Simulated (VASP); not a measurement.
# Sn (R-3m) in VASP: electric field gradients with PBEsol

Aim: the electric field gradients of Sn with PBEsol.

All numbers are computed with VASP 6.6.1; they aren't measurements. Logs are shortened: lines on timing, memory, paths and dates and some standing lists are left out, and cuts for length are marked.

## Step 1: The cell of the first run

The structure is trigonal, space group R-3m (No. 166). The conventional cell has a = 4.573 Å, b = 4.573 Å, c = 11.201 Å, α = 90.00°, β = 90.00°, γ = 120.00°. Within 2.2 Å of Sn (site symmetry 3m) lie 1 Sn at 1.62 Å.

## Step 2: Electric field gradients, PBEsol (shortest bond scaled by 0.58)

File INCAR:

```
SYSTEM = Sn
PREC = Accurate
ENCUT = 520
EDIFF = 1E-8
ISMEAR = -1
SIGMA = 0.05
LREAL = .False.
LASPH = .True.
NELM = 80
ALGO = Normal
ISIF = 2
LWAVE = .False.
LCHARG = .False.
GGA = PS
LEFG = .True.
NBANDS = 21
```

File KPOINTS:

```
regular mesh
0
Gamma
  8 8 8
  0 0 0
```

File POSCAR:

```
Sn
1.0
    0.0000000000      3.2333428000      3.2333428000
    3.2333428000      0.0000000000      3.2333428000
    3.2333428000      3.2333428000      0.0000000000
Sn
2
Direct
   -0.1575000000      0.0525000000      0.0525000000
    0.4075000000      0.1975000000      0.1975000000
```

Potentials or basis: VASP PAW PBE potentials, release 64 (Sn_d).

Launch:

```sh
$ cat potpaw_PBE.64/Sn_d/POTCAR > POTCAR
$ mpirun -np 1 vasp_std > vasp.out
```

OUTCAR:

```text
SYSTEM = Sn
   PREC = Accurate
   ENCUT = 520
   EDIFF = 1E-8
   ISMEAR = -1
   LREAL = .False.
   LASPH = .True.
   NELM = 80
   ISIF = 2
   GGA = PS

 ion  position               nearest neighbor table
   1  0.843  0.053  0.053-   2 1.62   2 3.38   2 3.38   2 3.38
   2  0.407  0.197  0.197-   1 1.62   1 3.38   1 3.38   1 3.38

 -----------------------------------------------------------------------------
|                                                                             |
|           W    W    AA    RRRRR   N    N  II  N    N   GGGG   !!!           |
|           W    W   A  A   R    R  NN   N  II  NN   N  G    G  !!!           |
|           W    W  A    A  R    R  N N  N  II  N N  N  G       !!!           |
|           W WW W  AAAAAA  RRRRR   N  N N  II  N  N N  G  GGG   !            |
|           WW  WW  A    A  R   R   N   NN  II  N   NN  G    G                |
|           W    W  A    A  R    R  N    N  II  N    N   GGGG   !!!           |
|                                                                             |
|     The distance between some ions is very small. Please check the          |
|     nearest-neighbor list in the OUTCAR file.                               |
|     I HOPE YOU KNOW WHAT YOU ARE DOING!                                     |
|                                                                             |
 -----------------------------------------------------------------------------

  LATTYP: Found a face centered cubic cell.
 ALAT       =     6.4666856000

  Lattice vectors:

 A1 = (   0.0000000000,   3.2333428000,   3.2333428000)
 A2 = (   3.2333428000,   0.0000000000,   3.2333428000)
 A3 = (   3.2333428000,   3.2333428000,   0.0000000000)

Analysis of symmetry for initial positions (statically):
=====================================================================
 Subroutine PRICEL returns:
 Original cell was already a primitive cell.

 Routine SETGRP: Setting up the symmetry group for a
 face centered cubic supercell.

 Subroutine GETGRP returns: Found 12 space group operations
 (whereof  6 operations were pure point group operations)
 out of a pool of 48 trial point group operations.

The static configuration has the point symmetry C_3v.
 The point group associated with its full space group is D_3d.

Analysis of symmetry for dynamics (positions and initial velocities):
=====================================================================
 Subroutine PRICEL returns:
 Original cell was already a primitive cell.

 Routine SETGRP: Setting up the symmetry group for a
 face centered cubic supercell.

 Subroutine GETGRP returns: Found 12 space group operations
 (whereof  6 operations were pure point group operations)
 out of a pool of 48 trial point group operations.

The dynamic configuration has the point symmetry C_3v.
 The point group associated with its full space group is D_3d.

 Subroutine INISYM returns: Found 12 space group operations
 (whereof  6 operations are pure point group operations),
 and found     1 'primitive' translations

----------------------------------------------------------------------------------------

                                     Primitive cell

  volume of cell :      67.6060

  direct lattice vectors                    reciprocal lattice vectors
     0.000000000  3.233342800  3.233342800    -0.154638723  0.154638723  0.154638723
     3.233342800  0.000000000  3.233342800     0.154638723 -0.154638723  0.154638723
     3.233342800  3.233342800  0.000000000     0.154638723  0.154638723 -0.154638723

  length of vectors
     4.572637240  4.572637240  4.572637240     0.267842124  0.267842124  0.267842124

  position of ions in fractional coordinates (direct lattice)
     0.842500000  0.052500000  0.052500000
     0.407500000  0.197500000  0.197500000

  ion indices of the primitive-cell ions
   primitive index   ion index
                 1           1
                 2           2

----------------------------------------------------------------------------------------
[... 54 lines left out ...]
   total plane-waves  NPLWV =  46656
   dimension x,y,z NGX =    36 NGY =   36 NGZ =   36
   dimension x,y,z NGXF=    72 NGYF=   72 NGZF=   72
   ions per type =               2
   NGX,Y,Z   is equivalent  to a cutoff of  13.09, 13.09, 13.09 a.u.
   NGXF,Y,Z  is equivalent  to a cutoff of  26.18, 26.18, 26.18 a.u.
 SYSTEM =  Sn
   PREC   = accura    normal or accurate (medium, high low for compatibility)
   ISTART =      0    job   : 0-new  1-cont  2-samecut
   ICHARG =      2    charge: 1-file 2-atom 10-const
   ISPIN  =      1    spin polarized calculation?
   LNONCOLLINEAR =      F non collinear calculations
   LSORBIT =      F    spin-orbit coupling
   LASPH  =      T    aspherical Exc in radial PAW
   ENCUT  =  520.0 eV  38.22 Ry    6.18 a.u.   8.50  8.50  8.50*2*pi/ulx,y,z
   NELM   =     80;   NELMIN=  2; NELMDL= -5     # of ELM steps
   EDIFF  = 0.1E-07   stopping-criterion for ELM
   LREAL  =      F    real-space projection
   EDIFFG = 0.1E-06   stopping-criterion for IOM
   NSW    =      0    number of steps for IOM
   IBRION =     -1    ionic relax: 0-MD 1-quasi-New 2-CG
   NFREE  =      0    steps in history (QN), initial steepest desc. (CG)
   ISIF   =      2    stress and relaxation
   ISYM   =      2    0-nonsym 1-usesym 2-fastsym
   POTIM  = 0.5000    time-step for ionic-motion
   TEBEG  =    0.0;   TEEND  =   0.0 temperature during run
   PSTRESS=    0.0 pullay stress
   NELECT =      28.0000    total number of electrons
   NUPDOWN=      -1.0000    fix difference up-down
   EMIN   =  10.00;   EMAX   =-10.00  energy-range for DOS
   EFERMI =   0.00;   METHOD = LEGACY
   ISMEAR =    -1;   SIGMA  =   0.05  broadening in eV -4-tet -1-fermi 0-gaus
   EFERMI_NEDOS =   21; number of points for ismear=-14 and -15
   IALGO  =     38    algorithm
   IMIX   =      4    mixing-type and parameters
     AMIX     =   0.40;   BMIX     =  1.00
     AMIX_MAG =   1.60;   BMIX_MAG =  1.00
  volume/ion in A,a.u.               =      33.80       228.11
  Fermi-wavevector in a.u.,A,eV,Ry     =   1.220298  2.306028 20.260793  1.489126
  Thomas-Fermi vector in A             =   2.355520
   LORBIT       =      0    0 simple, 1 ext, 2 COOP (PROOUT), +10 PAW based schemes
   GGA     = PS    functional components
   LHFCALC =     F    Hartree Fock is set to
   AEXX    =    0.0000 exact exchange contribution
   IVDW    =     0    specifies the selected vdW correction
   LEPSILON=     F    determine dielectric tensor
   LRPA    =     F    only Hartree local field effects (RPA)
 non-spin polarized calculation
  energy-cutoff  :      520.00
  volume of cell :       67.61
 maximum number of plane-waves:      1841
 NGX is ok and might be reduce to    36
   NGX = 17   NGY = 17   NGZ = 17

 number of electron      27.9999998 magnetization

 Free energy of the ion-electron system (eV)
  ---------------------------------------------------
  ext. energy  EPLUGINS =         0.00000000
  ---------------------------------------------------
  free energy    TOTEN  =        13.37393000 eV

  energy without entropy =       13.38259042  energy(sigma->0) =       13.37826021

 E-fermi :   4.9630     XC(G=0):  -8.9850

 val. band max:        4.9273685747   @ k =   0.0000  -0.1250   0.1250
 cond. band min:       4.9752415827   @ k =   0.0000   0.2500   0.0000
 fundamental gap:      0.0478730080
 Fermi energy:         4.9629988753

 k-point     1 :       0.0000    0.0000    0.0000
  band No.  band energies     occupation
      1     -23.6974      2.00000
      2     -21.6601      2.00000
      3     -21.6601      2.00000
      4     -18.2313      2.00000
      5     -18.2313      2.00000
      6     -17.3425      2.00000
[... 565 lines left out ...]
     20      12.9298      0.00000
     21      14.8156      0.00000

 [... further k-points ...]

------------------------ aborting loop because EDIFF is reached ----------------------------------------

  FORCE on cell =-STRESS in cart. coord.  units (eV):
  Direction    XX          YY          ZZ          XY          YZ          ZX
  --------------------------------------------------------------------------------------
  -------------------------------------------------------------------------------------
  Total       34.6585085     34.6585085     34.6585085    -34.9325983     34.9325983    -34.9325983
  in kB      821.3631271    821.3631271    821.3631271   -827.8587116    827.8587116   -827.8587116
  external PRESSURE =     821.3631271 kB  Pullay stress =       0.0000000 kB

 VOLUME and BASIS-vectors are now :
 -----------------------------------------------------------------------------
  energy-cutoff  :      520.00
  volume of cell :       67.61
      direct lattice vectors                 reciprocal lattice vectors
     0.000000000  3.233342800  3.233342800    -0.154638723  0.154638723  0.154638723
     3.233342800  0.000000000  3.233342800     0.154638723 -0.154638723  0.154638723
     3.233342800  3.233342800  0.000000000     0.154638723  0.154638723 -0.154638723

 POSITION                                       TOTAL-FORCE (eV/Angst)
 -----------------------------------------------------------------------------------
      0.33950      2.89384      2.89384       -37.500817     37.500817     37.500817
      1.27717      1.95617      1.95617        37.500817    -37.500817    -37.500817
 -----------------------------------------------------------------------------------
    total drift:                                0.000000      0.000000      0.000000

  FREE ENERGIE OF THE ION-ELECTRON SYSTEM (eV)
  ---------------------------------------------------
  free  energy   TOTEN  =        13.3739300010 eV

  energy  without entropy=       13.3825904214  energy(sigma->0) =       13.37826021

 Electric field gradients (V/A^2)
---------------------------------------------------------------------
 ion       V_xx      V_yy      V_zz      V_xy      V_xz      V_yz
---------------------------------------------------------------------
   1      -0.000     0.000     0.000   -63.761   -63.761    63.762
   2      -0.000     0.000     0.000   -63.761   -63.761    63.762
---------------------------------------------------------------------

 Electric field gradients after diagonalization (V/A^2)
 (convention: |V_zz| > |V_xx| > |V_yy|)
----------------------------------------------------------------------
 ion       V_xx      V_yy      V_zz     asymmetry (V_yy - V_xx)/ V_zz
----------------------------------------------------------------------
   1     -63.762   -63.761   127.523       0.000
   2     -63.762   -63.761   127.523       0.000
----------------------------------------------------------------------

           NMR quadrupolar parameters

 Cq : quadrupolar parameter    Cq=e*Q*V_zz/h
 eta: asymmetry parameters     (V_yy - V_xx)/ V_zz
 Q  : nuclear electric quadrupole moment in mb (millibarn)
----------------------------------------------------------------------
 ion       Cq(MHz)       eta       Q (mb)
----------------------------------------------------------------------
   1       0.308       0.000       1.000
   2       0.308       0.000       1.000
----------------------------------------------------------------------
```

It took 3 min on 1 thread of Intel Xeon 8259CL, shared host; peak memory 0.24 GiB.

What came out:

* Free energy: 13.3739 eV
* Pressure: 82.1 GPa
* Largest force: 64.953 eV/Å
* Band gap on the k mesh: zero (bands 14 and 15 overlap by 0.34 eV)
* Largest electric field gradient by atom: Sn +127.5 V/Å²

Forces in eV/Å, atoms in the order of the input:
```
Sn  -37.501  37.501  37.501
Sn   37.501 -37.501 -37.501
```

Electric field gradients, principal values (V/Å²):
```tsv
atom	least	middle	greatest (by size)
1 Sn	-63.761	-63.762	127.523
2 Sn	-63.761	-63.762	127.523
```

Caveat: the cell differs from its parent crystal (shortest bond scaled by 0.58); atoms lie so close that the PAW spheres overlap strongly, which falsifies energies and pressures; the cell stands under pressure; without QUAD_EFG the Cq values of the log hold for a quadrupole moment of 1 mb, not for the nuclei; the PAW data sets were made with another functional, which shifts forces and pressure a little; spin-orbit coupling is left out, which moves the levels of the heavy elements.
